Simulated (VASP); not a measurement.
Te3Pt2Se:

```
CELL_PARAMETERS angstrom
3.80835 2.19875 3.81119
-3.80835 2.19875 3.81119
0.00000 -4.39751 3.81119
ATOMIC_POSITIONS crystal
Te 0.50000 0.50000 0.00000
Te 0.00000 0.50000 0.50000
Te 0.50000 0.00000 0.50000
Pt 0.79366 0.79366 0.79366
Pt 0.20634 0.20634 0.20634
Se 0.50000 0.50000 0.50000
```

- Program: VASP 6.6.1
- Task: relaxation of cell and atoms
- Functional: PBE
- Potentials or basis: VASP PAW PBE potentials, release 64 (Te, Pt, Se)
- Cutoff: 600 eV
- k mesh: 6 × 6 × 6
- Occupations: gaussian, width 0.1 eV
- Spin: no spin polarisation

At the start: pressure -0.1 GPa; volume 31.91 Å³/atom.

How do energy, volume and symmetry change on relaxing?

Over 9 steps the energy falls by 8.0 meV/atom and the volume is 31.09 Å³/atom (-2.6 %); space group R-3m (No. 166, to 0.05 Å).

The path:
```
step  energy change (eV)  largest force (eV/Å)  pressure (GPa)  volume (Å³)
   1              0.0000                0.0879           -0.13       191.48
   2             -0.0215                0.0900           -0.06       190.77
   3             -0.0453                0.0871            0.16       188.49
   4             -0.0457                0.0876            0.14       188.75
   5             -0.0453                0.0320           -0.32       189.84
   6             -0.0461                0.0356           -0.06       189.21
   7             -0.0464                0.0326           -0.06       188.94
   8             -0.0472                0.0223           -0.03       188.14
   9             -0.0477                0.0028            0.02       186.54
```

Final structure:
```
Te Pt Se
1.0
     3.70520    2.13920    3.92247
    -3.70520    2.13920    3.92247
     0.00000   -4.27839    3.92247
Te Pt Se
3 2 1
Direct
  0.50000 0.50000 0.00000
  0.00000 0.50000 0.50000
  0.50000 0.00000 0.50000
  0.79802 0.79802 0.79802
  0.20198 0.20198 0.20198
  0.50000 0.50000 0.50000
```
